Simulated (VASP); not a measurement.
Set up this calculation in VASP 6.6.1, as the native input.

| Item | Value |
| --- | --- |
| Task | G0W0 quasiparticle levels |
| Functional | PBE |
| Potentials or basis | VASP PAW PBE potentials, release 64 (Cd_GW, S_GW) |
| Cutoff | 500 eV |
| k mesh | 4 × 4 × 4 |
| Occupations | gaussian, width 0.01 eV |
| Spin | no spin polarisation |
| Dipole correction | no |
| GW scheme | G0W0 |
| GW iterations | 1 |
| Cutoff of the response function | 150 |
| Frequency points | 96 |
| Empty bands | 238 |
| Further INCAR settings | ALGO = EVGW0; EDIFF = 1e-08; NBANDS = 247 |

Crystal: CdS.

```xyz
2
Lattice="0.0000 3.0568 3.0568 3.0568 0.0000 3.0568 3.0568 3.0568 0.0000" Properties=species:S:1:pos:R:3 pbc="T T T"
Cd    0.0000    0.0000    0.0000
S     1.5284    1.5284    1.5284
```

These files were run (other wordings do the same):

POSCAR

```
CdS
1.0
    0.0000000000      3.0567834368      3.0567834368
    3.0567834368      0.0000000000      3.0567834368
    3.0567834368      3.0567834368      0.0000000000
Cd S
1 1
Direct
    0.0000000000      0.0000000000      0.0000000000
    0.2500000000      0.2500000000      0.2500000000
```

INCAR.step1

```
SYSTEM = CdS
ALGO     = Normal         ! electronic algorithm
EDIFF    = 1E-8           ! SCF threshold, eV
ENCUT    = 500            ! plane-wave cutoff, eV
GGA      = PE             ! functional
ISMEAR   = 0              ! smearing method
LASPH    = .True.         ! aspherical terms in the spheres
LCHARG   = .False.        ! write CHGCAR
LREAL    = .False.        ! projectors in reciprocal space
LWAVE    = .True.         ! write WAVECAR
NELM     = 100            ! most SCF steps
PREC     = Accurate       ! precision mode
SIGMA    = 0.01           ! smearing width, eV
```

INCAR.step2

```
SYSTEM = CdS
ALGO     = Exact          ! electronic algorithm
EDIFF    = 1E-8           ! SCF threshold, eV
ENCUT    = 500            ! plane-wave cutoff, eV
GGA      = PE             ! functional
ISMEAR   = 0              ! smearing method
ISTART   = 1            
LASPH    = .True.         ! aspherical terms in the spheres
LCHARG   = .False.        ! write CHGCAR
LOPTICS  = .True.         ! frequency-dependent dielectric function
LREAL    = .False.        ! projectors in reciprocal space
LWAVE    = .True.         ! write WAVECAR
NBANDS   = 247            ! bands
NELM     = 1              ! most SCF steps
PREC     = Accurate       ! precision mode
SIGMA    = 0.01           ! smearing width, eV
```

INCAR.step3

```
SYSTEM = CdS
ALGO     = EVGW0          ! electronic algorithm
EDIFF    = 1E-8           ! SCF threshold, eV
ENCUT    = 500            ! plane-wave cutoff, eV
ENCUTGW  = 150.0          ! cutoff of the response function
GGA      = PE             ! functional
ISMEAR   = 0              ! smearing method
ISTART   = 1            
LASPH    = .True.         ! aspherical terms in the spheres
LCHARG   = .False.        ! write CHGCAR
LREAL    = .False.        ! projectors in reciprocal space
LWAVE    = .False.        ! write WAVECAR
NBANDS   = 247            ! bands
NBANDSGW = 17           
NELMGW   = 1            
NOMEGA   = 96             ! frequency points
OMEGAMAX = 30           
PREC     = Accurate       ! precision mode
PRECFOCK = Fast         
SIGMA    = 0.01           ! smearing width, eV
```

KPOINTS

```
k-points
0
Gamma
  4 4 4
  0 0 0
```

Potentials or basis: VASP PAW PBE potentials, release 64 (Cd_GW, S_GW).

Launch:

```console
$ cat potpaw_PBE.64/Cd_GW/POTCAR potpaw_PBE.64/S_GW/POTCAR > POTCAR
$ cp INCAR.step1 INCAR
$ mpirun -np 1 vasp_std > vasp.out
$ cp INCAR.step2 INCAR
$ mpirun -np 1 vasp_std > vasp.out
$ cp INCAR.step3 INCAR
$ mpirun -np 1 vasp_std > vasp.out
```

Results of the run:

The quasiparticle gap is 1.51 eV and the least direct quasiparticle gap is 1.51 eV. The band gap of the starting levels on the mesh is 0.82 eV. The least direct gap of the starting levels on the mesh is 0.82 eV.

Caveat: the k points lie up to 0.45 Å⁻¹ apart; bands, screening cutoff and mesh are small and nothing is extrapolated, so the quasiparticle values aren't converged; the structure was generated, so it needn't be the stable form of CdS.

Wall time 6 min on 1 thread of Intel(R) Xeon(R) Platinum 8488C (Sapphire Rapids) (shared host), peak memory 0.78 GiB.
